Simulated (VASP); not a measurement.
Wanted: the native input for a VASP 6.6.1 run.

| Quantity | Value |
| --- | --- |
| Task | single point |
| Functional | LDA |
| Potentials or basis | VASP PAW LDA potentials, release 64 (Ta_pv, W_sv) |
| Cutoff | 520 eV |
| k mesh | 6 × 6 × 6 |
| Occupations | fermi-dirac, width 0.1 eV |
| Spin | no spin polarisation |
| Dipole correction | no |
| Further INCAR settings | ALGO = Normal; EDIFF = 1e-06; NBANDS = 32 |

The structure of Ta3W lies in POSCAR:

```
Ta3W
1.0
    0.0000000000      3.2671730000      3.2671730000
    3.2671730000      0.0000000000      3.2671730000
    3.2671730000      3.2671730000      0.0000000000
Ta W
3 1
Direct
    0.2500000000      0.2500000000      0.2500000000
    0.7500000000      0.7500000000      0.7500000000
    0.5000000000      0.5000000000      0.5000000000
    0.0000000000      0.0000000000      0.0000000000
```

These files were run (other wordings do the same):

INCAR

```
SYSTEM = Ta3W
PREC = Accurate
ENCUT = 520
EDIFF = 1E-6
ISMEAR = -1
SIGMA = 0.1
LREAL = .FALSE.
LASPH = .TRUE.
NELM = 60
ALGO = Normal
ISIF = 2
LWAVE = .FALSE.
LCHARG = .FALSE.
NBANDS = 32
```

KPOINTS

```
Automatic mesh
0
G
  6 6 6
  0 0 0
```

Potentials or basis: VASP PAW LDA potentials, release 64 (Ta_pv, W_sv).

Run with:

```bash
$ cat potpaw_LDA.64/Ta_pv/POTCAR potpaw_LDA.64/W_sv/POTCAR > POTCAR
$ mpirun -np 1 vasp_std > vasp.out
```

Results of the run:

* Pressure: -9.3 GPa

It took 20 s on 1 thread of Intel(R) Xeon(R) 6975P-C (Granite Rapids), on a shared host, peak memory 0.18 GiB.
